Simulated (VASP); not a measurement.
Set up this calculation in VASP 6.6.1, as the native input.

- Task: relaxation of cell and atoms
- Functional: PBE
- Potentials or basis: VASP PAW PBE potentials, release 64 (Li_sv, Be, S)
- Cutoff: 600 eV
- k mesh: 10 × 10 × 6
- Occupations: gaussian, width 0.1 eV
- Spin: no spin polarisation
- Dipole correction: no
- Further INCAR settings: ALGO = Normal; EDIFF = 1e-06; IBRION = 2; EDIFFG = -0.01; NSW = 100; ISIF = 3

The structure of LiBeS3 lies in POSCAR:

```
LiBeS3
1.0
    3.6024645046      0.0000000000      0.0000000000
    0.0000000000      3.6024645046      0.0000000000
    0.0000000000      0.0000000000      7.3501681660
Li Be S
1 1 3
Direct
    0.5000000000      0.5000000000      0.6597309605
    0.0000000000      0.0000000000      0.9604706909
    0.5000000000      0.0000000000      0.1469207404
    0.0000000000      0.5000000000      0.1469207404
    0.0000000000      0.0000000000      0.6941588877
```

These files were run (other wordings do the same):

INCAR

```
SYSTEM = LiBeS3
PREC = Accurate ; ENCUT = 600
EDIFF = 1E-6 ; ISMEAR = 0
SIGMA = 0.1 ; LREAL = .False.
LASPH = .True. ; NELM = 100
ALGO = Normal ; ISIF = 3
LWAVE = .False. ; LCHARG = .False.
GGA = PE ; IBRION = 2
NSW = 100 ; EDIFFG = -0.01
```

KPOINTS

```
Automatic mesh
0
Gamma
  10 10 6
  0 0 0
```

Potentials or basis: VASP PAW PBE potentials, release 64 (Li_sv, Be, S).

Command:

```console
$ cat potpaw_PBE.64/Li_sv/POTCAR potpaw_PBE.64/Be/POTCAR potpaw_PBE.64/S/POTCAR > POTCAR
$ mpirun -np 1 vasp_std > vasp.out
```

It gave:

The relaxed volume is 19.02 Å³/atom and the relaxed cell is a = 3.597 Å, b = 3.597 Å, c = 7.352 Å, α = 90.00°, β = 90.00°, γ = 90.00°. The space group after relaxing (to 0.05 Å) is P4mm (No. 99) and the energy gained by relaxing is 0.2 meV/atom. The ionic steps are 10 and the pressure after relaxing is 0.0 GPa. The largest force after relaxing is 0.007 eV/Å.

Caveat: the cutoff is under 1.25 times the usual one of these potentials, so pressure, stress and relaxed cells hold a basis-set (Pulay) error.

Wall time 12 min on 1 thread of Intel(R) Xeon(R) Platinum 8259CL CPU @ 2.50GHz (Skylake/Cascade Lake), with other jobs on the host, peak memory 0.32 GiB.
